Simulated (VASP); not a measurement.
Crystal: SrCl2.

```xyz
3
Lattice="0.0000 3.4977 3.4977 3.4977 0.0000 3.4977 3.4977 3.4977 0.0000" Properties=species:S:1:pos:R:3 pbc="T T T"
Sr    0.0000    0.0000    0.0000
Cl    1.7488    1.7488    1.7488
Cl    5.2465    5.2465    5.2465
```

Base run:

| Property | Result |
| --- | --- |
| Program | VASP 6.6.1 |
| Functional | r2SCAN |
| Potentials or basis | VASP PAW PBE potentials, release 64 (Sr_sv, Cl) |
| Cutoff | 550 eV |
| k mesh | 4 × 4 × 4 |
| Occupations | gaussian, width 0.01 eV |
| Spin | no spin polarisation |

Its results: band gap on the k mesh 5.94 eV (least direct gap 5.99 eV); pressure 0.0 GPa.

Question: After a change of settings the same cell gave: band gap on the k mesh 5.94 eV (least direct gap 5.99 eV); pressure -0.4 GPa. Which change was it?
A. functional from r2SCAN to PBEsol; cutoff from 550 eV to 500 eV
B. k mesh from 4 × 4 × 4, through Γ to 4 × 4 × 4, shifted; further incar settings from ALGO = Normal; EDIFF = 1e-06; NBANDS = 19 to ALGO = Normal; EDIFF = 1e-06; NBANDS = 19; ISYM = 0
C. dispersion from none to D4
D. functional from r2SCAN to HSE06; cutoff from 550 eV to 400 eV; k mesh from 4 × 4 × 4 to 2 × 2 × 2

Answer: C.

Dispersion adds attraction, which lowers the pressure at fixed volume and, as a term added to the energy, leaves the levels alone.

Caveats: the PAW data sets were made with another functional, which shifts forces and pressure a little.
